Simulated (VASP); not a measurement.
# BaHf (P-6m2) in VASP: further runs, part 2 of 2

VASP 6.6.1. Earlier steps stand in the parts before.

## 3. Single point, PBE

This run uses another cell than the first one, of 25.84 Å³/atom.

File INCAR:

```
SYSTEM = BaHf
PREC = Accurate
ENCUT = 520
EDIFF = 1E-7
ISMEAR = 0
SIGMA = 0.1
LREAL = .FALSE.
LASPH = .TRUE.
NELM = 100
ALGO = Normal
ISIF = 2
LWAVE = .FALSE.
LCHARG = .FALSE.
GGA = PE
NBANDS = 17
```

File KPOINTS:

```
Automatic mesh
0
G
  6 6 6
  0 0 0
```

File POSCAR:

```
BaHf
1.0
    3.9406143239      0.0000000000      0.0000000000
   -1.9703071620      3.4126721111      0.0000000000
    0.0000000000      0.0000000000      3.8434726437
Ba Hf
1 1
Direct
    0.0000000000      0.0000000000      0.0000000000
    0.6666666667      0.3333333333      0.5000000000
```

Potentials or basis: VASP PAW PBE potentials, release 64 (Ba_sv, Hf_pv).

The run is started by

```
$ cat potpaw_PBE.64/Ba_sv/POTCAR potpaw_PBE.64/Hf_pv/POTCAR > POTCAR
$ mpirun -np 1 vasp_std > vasp.out
```

OUTCAR:

```text
SYSTEM = BaHf
   PREC = Accurate
   ENCUT = 520
   EDIFF = 1E-7
   ISMEAR = 0
   LREAL = .FALSE.
   LASPH = .TRUE.
   NELM = 100
   ISIF = 2
   GGA = PE

 ion  position               nearest neighbor table
   1  0.000  0.000  0.000-   2 2.98   2 2.98   2 2.98   2 2.98   2 2.98   2 2.98
   2  0.667  0.333  0.500-   1 2.98   1 2.98   1 2.98   1 2.98   1 2.98   1 2.98

  LATTYP: Found a hexagonal cell.
 ALAT       =     3.9406143239
 C/A-ratio  =     0.9753485949

  Lattice vectors:

[... 669 lines left out ...]

  FORCE on cell =-STRESS in cart. coord.  units (eV):
  Direction    XX          YY          ZZ          XY          YZ          ZX
  --------------------------------------------------------------------------------------
  -------------------------------------------------------------------------------------
  Total        4.0685131      4.0685131      7.5733966     -0.0000000      0.0000000     -0.0000000
  in kB      126.1142081    126.1142081    234.7572384     -0.0000000      0.0000000     -0.0000000
  external PRESSURE =     162.3285515 kB  Pullay stress =       0.0000000 kB

 VOLUME and BASIS-vectors are now :
 -----------------------------------------------------------------------------
  energy-cutoff  :      520.00
  volume of cell :       51.69
      direct lattice vectors                 reciprocal lattice vectors
     3.940614324  0.000000000  0.000000000     0.253767539  0.146512757  0.000000000
    -1.970307162  3.412672111  0.000000000     0.000000000  0.293025514  0.000000000
     0.000000000  0.000000000  3.843472644     0.000000000  0.000000000  0.260181376

 POSITION                                       TOTAL-FORCE (eV/Angst)
 -----------------------------------------------------------------------------------
      0.00000      0.00000      0.00000         0.000000      0.000000      0.000000
      1.97031      1.13756      1.92174         0.000000      0.000000      0.000000
 -----------------------------------------------------------------------------------
    total drift:                               -0.000000      0.000000      0.000000

  FREE ENERGIE OF THE ION-ELECTRON SYSTEM (eV)
  ---------------------------------------------------
  free  energy   TOTEN  =        -7.8216688463 eV

  energy  without entropy=       -7.8028172350  energy(sigma->0) =       -7.81224304
```

stdout:

```text
POSCAR found type information on POSCAR BaHf
 POSCAR found :  2 types and       2 ions
 scaLAPACK will be used
 LDA part: xc-table for (Slater+PW92), standard interpolation
 POSCAR, INCAR and KPOINTS ok, starting setup
 FFT: planning ... GRIDC
 FFT: planning ... GRID_SOFT
 FFT: planning ... GRID
 WAVECAR not read
 entering main loop
```

It took 25 s on 1 thread of Oxide Virtual Turin-like, shared host; peak memory 0.14 GiB.

Results:

```yaml
Free_energy: -7.8217 eV
Pressure: 16.2 GPa
Band_gap_on_the_k_mesh: zero (bands 10 and 11 overlap by 2.43 eV)
```

Levels at points of the mesh, in eV from the Fermi level:
| k point | band 6 | band 7 | band 8 | band 9 | band 10 | band 11 | band 12 | band 13 | band 14 | band 15 |
| --- | --- | --- | --- | --- | --- | --- | --- | --- | --- | --- |
| (0.00, 0.00, 0.00) | -12.39 | -12.39 | -4.13 | -2.92 | 0.51 | 0.51 | 0.90 | 0.90 | 3.19 | 3.19 |
| (0.50, 0.00, 0.00) | -12.62 | -12.56 | -2.82 | -1.29 | 0.03 | 0.59 | 0.62 | 2.26 | 2.40 | 5.27 |
| (0.00, 0.00, 0.50) | -12.33 | -12.33 | -0.93 | -0.93 | -0.67 | -0.59 | -0.56 | -0.56 | 2.77 | 7.17 |
| (0.50, 0.00, 0.50) | -13.31 | -12.69 | -2.59 | -0.86 | 1.39 | 1.40 | 1.89 | 2.67 | 2.96 | 3.58 |

Caveat: the stress differs along the axes, from 13 to 23 GPa; spin-orbit coupling is left out, which moves the levels of the heavy elements.

## 4. Relaxation of cell and atoms, PBE

This run uses another cell than the first one, of 25.84 Å³/atom.

File INCAR:

```
ALGO = Normal ; EDIFF = 1E-6
EDIFFG = -0.04 ; ENCUT = 600
GGA = PE ; IBRION = 2
ISIF = 3 ; ISMEAR = 0
LASPH = T ; LCHARG = F
LREAL = F ; LWAVE = F
NELM = 100 ; NSW = 90
PREC = Accurate ; SIGMA = 0.1
```

File KPOINTS:

```
k-points
0
Gamma
  6 6 4
```

POSCAR is that of step 3.

The run is started by

```
$ cat potpaw_PBE.64/Ba_sv/POTCAR potpaw_PBE.64/Hf_pv/POTCAR > POTCAR
$ mpirun -np 1 vasp_std > vasp.out
```

Run time: 4.4 min. Hardware: 1 thread of Oxide Virtual Turin-like, shared host; peak memory 0.17 GiB.

Results (log left out):

```yaml
Free_energy: -10.0593 eV
Relaxed_volume: 31.74 Å³/atom
Relaxed_cell: a = 3.445 Å, b = 3.445 Å, c = 6.177 Å, α = 90.00°, β = 90.00°, γ = 120.00°
Space_group_after_relaxing_to_0.1_Å: P-6m2 (No. 187)
Energy_gained_by_relaxing: 1119.0 meV/atom
Ionic_steps: 14
Pressure_after_relaxing: 0.1 GPa
Band_gap_on_the_k_mesh: zero (bands 10 and 11 overlap by 1.29 eV)
```

Step by step:
| step | energy change (eV) | largest force (eV/Å) | pressure (GPa) | volume (Å³) |
| --- | --- | --- | --- | --- |
| 1 | 0.0000 | 0.0000 | 16.71 | 51.69 |
| 2 | -1.0162 | 0.0000 | 0.07 | 74.47 |
| 3 | -1.0251 | 0.0000 | -0.63 | 76.92 |
| 4 | -1.0255 | 0.0000 | -0.94 | 78.12 |
| 5 | -1.2588 | 0.0000 | -1.60 | 77.99 |
| 6 | -1.9581 | 0.0000 | -3.38 | 75.24 |
| 7 | -1.3657 | 0.0000 | 4.29 | 61.49 |
| 8 | -2.1177 | 0.0000 | -3.35 | 73.08 |
| 9 | -2.1415 | 0.0000 | -3.29 | 72.29 |
| 10 | -2.1622 | 0.0000 | 3.74 | 58.02 |
| 11 | -2.2360 | 0.0000 | -0.40 | 64.08 |
| 12 | -2.2362 | 0.0000 | -0.28 | 63.83 |
| 13 | -2.2362 | 0.0000 | -0.20 | 63.67 |
| 14 | -2.2381 | 0.0000 | 0.05 | 63.48 |

Final structure:
```yaml
crystal:
  lattice:
    - [3.44475, 0.00000, 0.00000]
    - [-1.72237, 2.98324, 0.00000]
    - [0.00000, 0.00000, 6.17720]
  atoms:
    - { symbol: Ba, position: [0.00000, 0.00000, 0.00000] }
    - { symbol: Hf, position: [0.66667, 0.33333, 0.50000] }
```

Levels at points of the mesh, in eV from the Fermi level:
```csv
k point,band 8,band 9,band 10,band 11,band 12,band 13
"(0.00, 0.00, 0.00)",-5.25,-1.32,0.90,1.31,1.31,2.87
"(0.50, 0.00, 0.00)",-2.08,-1.41,-1.40,0.27,0.93,1.54
"(0.00, 0.00, 0.50)",-4.37,-1.60,0.39,0.49,1.26,1.26
"(0.50, 0.00, 0.50)",-2.66,-1.49,-0.72,-0.38,1.02,2.29
```

Caveat: the k points lie up to 0.35 Å⁻¹ apart in the final cell, too coarse for converged energies and pressures of a metal; the volume moved by over 15 % at a fixed basis, so the end points are rough; spin-orbit coupling is left out, which moves the levels of the heavy elements.

## 5. The runs side by side

| task | cell | k mesh | cutoff (eV) | gap on the mesh (eV) | pressure (GPa) |
| --- | --- | --- | --- | --- | --- |
| single point | a = 3.411, b = 3.411, c = 6.168 Å, angles 90.0, 90.0, 120.0°, 2 atoms | 6 × 6 × 4 | 520 | none | 0.8 |
| single point | a = 3.941, b = 3.941, c = 3.843 Å, angles 90.0, 90.0, 120.0°, 2 atoms | 6 × 6 × 6 | 520 | none | 16.2 |
| relaxation of cell and atoms | relaxed from a = 3.941, b = 3.941, c = 3.843 Å, angles 90.0, 90.0, 120.0°, 2 atoms | 6 × 6 × 4 | 600 | none | 0.1 |

Alike in all rows: level PBE; potentials or basis VASP PAW PBE potentials, release 64 (Ba_sv, Hf_pv); no spin polarisation; smearing gaussian 0.1 eV.

Caveats: some runs use coarse meshes; spin-orbit coupling is left out, which moves the levels of the heavy elements; the stress differs along the axes, from 13 to 23 GPa (at least some runs); the volume moved by over 15 % at a fixed basis, so the end points are rough (at least some runs).

Total energies depend on the potentials used, so only differences within one code and one set of settings carry meaning.
